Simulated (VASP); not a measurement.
# WS2 (R3m) in VASP: a series of runs, part 4 of 4

VASP 6.6.1. Earlier steps stand in the parts before.

## 6. Single point, PBEsol

This run uses another cell than the first one: it holds 9 atoms, not 3.

File INCAR:

```
PREC = Accurate
ENCUT = 520
EDIFF = 1E-6
ISMEAR = 0
SIGMA = 0.02
LREAL = F
LASPH = T
NELM = 80
ALGO = Normal
ISIF = 2
LWAVE = F
LCHARG = F
GGA = PS
NBANDS = 49
```

File KPOINTS:

```
Automatic mesh
0
Gamma
  12 12 2
```

File POSCAR:

```
WS2
1.0
    3.0056510548      0.0000000000      0.0000000000
   -1.5028255274      2.6029701684      0.0000000000
    0.0000000000      0.0000000000     18.2929761449
W S
3 6
Direct
    0.6666666667      0.3333333333      0.3326837023
    0.3333333333      0.6666666667      0.6660170356
    0.0000000000      0.0000000000      0.9993503689
    0.3333333333      0.6666666667      0.2442928298
    0.6666666667      0.3333333333      0.0876568012
    0.0000000000      0.0000000000      0.5776261632
    0.3333333333      0.6666666667      0.4209901345
    0.6666666667      0.3333333333      0.9109594965
    0.0000000000      0.0000000000      0.7543234679
```

Potentials or basis: VASP PAW PBE potentials, release 64 (W_sv, S).

Run with:

```bash
$ cat potpaw_PBE.64/W_sv/POTCAR potpaw_PBE.64/S/POTCAR > POTCAR
$ mpirun -np 1 vasp_std > vasp.out
```

OUTCAR:

```text
PREC = Accurate
   ENCUT = 520
   EDIFF = 1E-6
   ISMEAR = 0
   LREAL = F
   LASPH = T
   NELM = 80
   ISIF = 2
   GGA = PS

 ion  position               nearest neighbor table
   1  0.667  0.333  0.333-   7 2.37   7 2.37   7 2.37   4 2.37   4 2.37   4 2.37
   2  0.333  0.667  0.666-   9 2.37   9 2.37   9 2.37   6 2.37   6 2.37   6 2.37
   3  0.000  0.000  0.999-   5 2.37   5 2.37   5 2.37   8 2.37   8 2.37   8 2.37
   4  0.333  0.667  0.244-   1 2.37   1 2.37   1 2.37
   5  0.667  0.333  0.088-   3 2.37   3 2.37   3 2.37
   6  0.000  0.000  0.578-   2 2.37   2 2.37   2 2.37
   7  0.333  0.667  0.421-   1 2.37   1 2.37   1 2.37
   8  0.667  0.333  0.911-   3 2.37   3 2.37   3 2.37
   9  0.000  0.000  0.754-   2 2.37   2 2.37   2 2.37

  LATTYP: Found a hexagonal cell.
 ALAT       =     3.0056510548
 C/A-ratio  =     6.0861942426

  Lattice vectors:

 A1 = (   3.0056510548,   0.0000000000,   0.0000000000)
 A2 = (  -1.5028255274,   2.6029701684,   0.0000000000)
 A3 = (   0.0000000000,   0.0000000000,  18.2929761449)

Analysis of symmetry for initial positions (statically):
=====================================================================
 Subroutine PRICEL returns following result:

  LATTYP: Found a trigonal (rhomboedric) cell.
 ALAT       =     6.3397755915
 COS(alpha) =     0.8876173286

  Lattice vectors:

 A1 = (   1.5028255272,  -0.8676567227,  -6.0976587144)
 A2 = (  -1.5028255271,  -0.8676567230,  -6.0976587162)
 A3 = (  -0.0000000002,   1.7353134457,  -6.0976587144)

   3 primitive cells build up your supercell.

 Routine SETGRP: Setting up the symmetry group for a
 hexagonal supercell.

 Subroutine GETGRP returns: Found  6 space group operations
 (whereof  6 operations were pure point group operations)
 out of a pool of 24 trial point group operations.

[... 149 lines left out ...]
  Fermi-wavevector in a.u.,A,eV,Ry     =   1.337239  2.527015 24.330044  1.788208
  Thomas-Fermi vector in A             =   2.465803
   LORBIT       =      0    0 simple, 1 ext, 2 COOP (PROOUT), +10 PAW based schemes
   GGA     = PS    functional components
   LHFCALC =     F    Hartree Fock is set to
   AEXX    =    0.0000 exact exchange contribution
   IVDW    =     0    specifies the selected vdW correction
   LEPSILON=     F    determine dielectric tensor
   LRPA    =     F    only Hartree local field effects (RPA)
 non-spin polarized calculation
 Gauss-broadening in eV      SIGMA  =   0.02
  energy-cutoff  :      520.00
  volume of cell :      143.12
 maximum number of plane-waves:      3908
 NGX is ok and might be reduce to    24

 number of electron      77.9999998 magnetization

 Free energy of the ion-electron system (eV)
  ---------------------------------------------------
  ext. energy  EPLUGINS =         0.00000000
  ---------------------------------------------------
  free energy    TOTEN  =       -75.06839278 eV

  energy without entropy =      -75.06839278  energy(sigma->0) =      -75.06839278

 E-fermi :   8.7586     XC(G=0): -11.7426

 val. band max:        8.4474191089   @ k =   0.0000   0.0000   0.5000
 cond. band min:       9.4256826776   @ k =   0.1667   0.1667   0.0000
 fundamental gap:      0.9782635687
 Fermi energy:         8.7586178447

 k-point     1 :       0.0000    0.0000    0.0000
  band No.  band energies     occupation
      1     -65.5824      2.00000
      2     -65.5824      2.00000
      3     -65.5824      2.00000
      4     -29.9917      2.00000
      5     -29.9916      2.00000
      6     -29.9916      2.00000
[... 1237 lines left out ...]
     48      12.3837      0.00000
     49      12.7250      0.00000

 [... further k-points ...]

------------------------ aborting loop because EDIFF is reached ----------------------------------------

  FORCE on cell =-STRESS in cart. coord.  units (eV):
  Direction    XX          YY          ZZ          XY          YZ          ZX
  --------------------------------------------------------------------------------------
  -------------------------------------------------------------------------------------
  Total       15.7071314     15.7071314      2.7612430      0.0000000      0.0000000      0.0000000
  in kB      175.8390546    175.8390546     30.9117145      0.0000000      0.0000000      0.0000000
  external PRESSURE =     127.5299412 kB  Pullay stress =       0.0000000 kB

 VOLUME and BASIS-vectors are now :
 -----------------------------------------------------------------------------
  energy-cutoff  :      520.00
  volume of cell :      143.12
      direct lattice vectors                 reciprocal lattice vectors
     3.005651055  0.000000000  0.000000000     0.332706619  0.192088256  0.000000000
    -1.502825527  2.602970168  0.000000000     0.000000000  0.384176512  0.000000000
     0.000000000  0.000000000 18.292976145     0.000000000  0.000000000  0.054665790

 POSITION                                       TOTAL-FORCE (eV/Angst)
 -----------------------------------------------------------------------------------
      1.50283      0.86766      6.08578         0.000000      0.000000      0.000847
     -0.00000      1.73531     12.18343         0.000000      0.000000      0.000847
      0.00000      0.00000     18.28109        -0.000000      0.000000      0.000847
     -0.00000      1.73531      4.46884        -0.000000     -0.000000     -0.024285
      1.50283      0.86766      1.60350        -0.000000      0.000000      0.023439
      0.00000      0.00000     10.56650        -0.000000      0.000000     -0.024285
     -0.00000      1.73531      7.70116        -0.000000      0.000000      0.023439
      1.50283      0.86766     16.66416        -0.000000     -0.000000     -0.024285
      0.00000      0.00000     13.79882        -0.000000      0.000000      0.023439
 -----------------------------------------------------------------------------------
    total drift:                                0.000000      0.000000      0.000024

  FREE ENERGIE OF THE ION-ELECTRON SYSTEM (eV)
  ---------------------------------------------------
  free  energy   TOTEN  =       -75.0683927797 eV

  energy  without entropy=      -75.0683927797  energy(sigma->0) =      -75.06839278
```

stdout:

```text
POSCAR found type information on POSCAR W S
 POSCAR found :  2 types and       9 ions
 scaLAPACK will be used
 -----------------------------------------------------------------------------
|                                                                             |
|                                                                             |
|     You enforced a specific xc type in the INCAR file but a different       |
|     I HOPE YOU KNOW WHAT YOU ARE DOING!                                     |
|                                                                             |
 -----------------------------------------------------------------------------

 LDA part: xc-table for (Slater+PW92), standard interpolation
 POSCAR, INCAR and KPOINTS ok, starting setup
 FFT: planning ... GRIDC
 FFT: planning ... GRID_SOFT
 FFT: planning ... GRID
 WAVECAR not read
 entering main loop
```

It took 6 min on 1 thread of Intel Xeon 8259CL, shared host; peak memory 0.37 GiB.

Results:

* Free energy: -75.0684 eV
* Pressure: 12.8 GPa
* Largest force: 0.024 eV/Å
* Band gap on the k mesh: 0.98 eV

Forces in eV/Å, atoms in the order of the input:
```
W    0.000  0.000  0.001
W    0.000  0.000  0.001
W    0.000  0.000  0.001
S    0.000  0.000 -0.024
S    0.000  0.000  0.023
S    0.000  0.000 -0.024
S    0.000  0.000  0.023
S    0.000  0.000 -0.024
S    0.000  0.000  0.023
```

Levels at points of the mesh, in eV from the valence-band top:
| k point | band 37 | band 38 | band 39 | band 40 | band 41 | band 42 |
| --- | --- | --- | --- | --- | --- | --- |
| (0.00, 0.00, 0.00) | -1.42 | -0.18 | -0.18 | 2.98 | 2.98 | 2.98 |
| (0.50, 0.00, 0.00) | -1.27 | -1.05 | -1.05 | 3.01 | 3.01 | 3.17 |
| (0.00, 0.00, 0.50) | -0.72 | -0.72 | 0.00 | 2.96 | 2.96 | 2.99 |
| (0.50, 0.00, 0.50) | -1.20 | -1.20 | -0.97 | 2.88 | 3.19 | 3.19 |

Caveat: the cell stands under pressure; the PAW data sets were made with another functional, which shifts forces and pressure a little; spin-orbit coupling is left out, which moves the levels of the heavy elements; this functional lacks dispersion, which binds the layers, so the pressure and a relaxed spacing across them are unreliable.

## 7. Summary

| cell | k mesh | gap on the mesh (eV) | pressure (GPa) | largest force (eV/Å) |
| --- | --- | --- | --- | --- |
| a = 6.639 Å, angles 27.4°, 3 atoms, atomic positions A | 12 × 12 × 12 | 1.17 | 0.1 | 0.02 |
| a = 3.242, b = 3.242, c = 18.810 Å, angles 90.0, 90.0, 120.0°, 9 atoms, atomic positions B | 12 × 12 × 2 | 0.75 | -5.8 | 0.10 |
| a = 3.289, b = 3.289, c = 18.548 Å, angles 90.0, 90.0, 120.0°, 9 atoms, atomic positions B | 12 × 12 × 2 | 0.41 | -7.4 | 0.02 |
| a = 3.006, b = 3.006, c = 18.293 Å, angles 90.0, 90.0, 120.0°, 9 atoms, atomic positions C | 12 × 12 × 2 | 0.98 | 12.8 | 0.02 |

Alike in all rows: task single point; level PBEsol; potentials or basis VASP PAW PBE potentials, release 64 (W_sv, S); no spin polarisation; cutoff (eV) 520; smearing gaussian 0.02 eV.

Caveats: the PAW data sets were made with another functional, which shifts forces and pressure a little; spin-orbit coupling is left out, which moves the levels of the heavy elements; this functional lacks dispersion, which binds the layers, so the pressure and a relaxed spacing across them are unreliable (at least some runs); the cell stands under tension (at least some runs); the cell stands under pressure (at least some runs).

Absolute energies hang on the potentials; compare differences alone.
